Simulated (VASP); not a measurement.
## Ag: electric field gradients with PBE

Ag:

```
CELL_PARAMETERS angstrom
0.00000 2.01549 2.01549
2.01549 0.00000 2.01549
2.01549 2.01549 0.00000
ATOMIC_POSITIONS crystal
Ag 0.00000 0.00000 0.00000
```

This cell differs from its parent crystal: volume scaled by 0.96.

```
Program                : VASP 6.6.1
Task                   : electric field gradients
Functional             : PBE
Potentials or basis    : VASP PAW PBE potentials, release 64 (Ag)
Cutoff                 : 520 eV
k mesh                 : 15 × 15 × 15
Occupations            : fermi-dirac, width 0.05 eV
Spin                   : no spin polarisation
Dipole correction      : no
Further INCAR settings : ALGO = Normal; EDIFF = 1e-08; NBANDS = 12
```

```
Pressure : 9.7 GPa
```

Levels at points of the mesh, in eV from the Fermi level:
```tsv
k point	band 2	band 3	band 4	band 5	band 6	band 7	band 8	band 9	band 10	band 11
(0.00, 0.00, 0.00)	-5.13	-5.13	-5.13	-4.02	-4.02	15.94	19.76	19.76	19.76	24.67
```

It took 14 s on 1 thread of AMD EPYC 9R45 96-Core Processor (Zen 5), with other jobs on the host, peak memory 0.12 GiB.

Caveat: without QUAD_EFG the Cq values of the log hold for a quadrupole moment of 1 mb, not for the nuclei.
